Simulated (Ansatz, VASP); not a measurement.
Ga2O3 in VASP and in Ansatz

File INCAR:

```
SYSTEM = Ga2O3
PREC     = Accurate       ! precision mode
ENCUT    = 520            ! plane-wave cutoff, eV
EDIFF    = 1E-7           ! SCF threshold, eV
ISMEAR   = 0              ! smearing method
SIGMA    = 0.1            ! smearing width, eV
LREAL    = .FALSE.        ! projectors in reciprocal space
LASPH    = .TRUE.         ! aspherical terms in the spheres
NELM     = 60             ! most SCF steps
ALGO     = Normal         ! electronic algorithm
ISIF     = 2              ! what is computed and relaxed
LWAVE    = .FALSE.        ! write WAVECAR
LCHARG   = .FALSE.        ! write CHGCAR
GGA      = PE             ! functional
NBANDS   = 55             ! bands
```

KPOINTS

```
regular mesh
0
G
  6 6 4
  0 0 0
```

File POSCAR:

```
Ga2O3
1.0
    6.1402367086     -1.5237836756      0.0000000000
    6.1402367086      1.5237836756      0.0000000000
   -1.3841308865      0.0000000000      5.6503488592
Ga O
4 6
Direct
    0.3411617000      0.3411617000      0.6852696600
    0.6588383000      0.6588383000      0.3147303400
    0.9095256000      0.9095256000      0.2052140000
    0.0904744000      0.0904744000      0.7947860000
    0.5035308700      0.5035308700      0.7433359100
    0.4964691300      0.4964691300      0.2566640900
    0.8266289400      0.8266289400      0.4367698400
    0.1733710600      0.1733710600      0.5632301600
    0.1645049800      0.1645049800      0.1091540800
    0.8354950200      0.8354950200      0.8908459200
```

Input for Ansatz:

```yaml
crystal:
  lattice:
    - [6.1402367086, -1.5237836756, 0.0]
    - [6.1402367086, 1.5237836756, 0.0]
    - [-1.3841308865, 0.0, 5.6503488592]
  atoms:
    - { symbol: Ga, position: [0.3411617, 0.3411617, 0.68526966] }
    - { symbol: Ga, position: [0.6588383, 0.6588383, 0.31473034] }
    - { symbol: Ga, position: [0.9095256, 0.9095256, 0.205214] }
    - { symbol: Ga, position: [0.0904744, 0.0904744, 0.794786] }
    - { symbol: O, position: [0.50353087, 0.50353087, 0.74333591] }
    - { symbol: O, position: [0.49646913, 0.49646913, 0.25666409] }
    - { symbol: O, position: [0.82662894, 0.82662894, 0.43676984] }
    - { symbol: O, position: [0.17337106, 0.17337106, 0.56323016] }
    - { symbol: O, position: [0.16450498, 0.16450498, 0.10915408] }
    - { symbol: O, position: [0.83549502, 0.83549502, 0.89084592] }
basis:
  ecutwfc: 420
kpoints:
  mp_grid: { grid: [6, 6, 4] }
hamiltonian:
  xc: pbe
scf:
  occupations: { method: gaussian, width: 0.1 }
output:
  forces: true
  stress: true
  eigenvalues: true
```

Alike in both runs: task single point; functional PBE; k mesh 6 × 6 × 4; occupations gaussian, width 0.1 eV; no spin polarisation.

```csv
,VASP,Ansatz
version,VASP 6.6.1,Ansatz 0.2.0
potentials or method,"VASP PAW PBE potentials, release 64 (Ga_d, O), cutoff 520 eV","scalar-relativistic, plane waves, PAW"
valence electrons in the cell,88,88
```

```csv
,VASP,Ansatz,Ansatz less VASP
gap on the k mesh at the Fermi level (eV),2.30,2.31,+0.015
least direct gap on the mesh (eV),2.31,2.33,+0.013
pressure (GPa),7.4,6.7,-0.64
"traceless stress, the component that is largest in VASP (GPa)",0.36,0.25,-0.103
rms of the force components (eV/Å),0.049,0.043,-0.0062
```

Atom by atom the forces differ by 0.009 eV/Å (rms over components). The functional is the same, so the differences come from potentials, cutoffs and numerics.
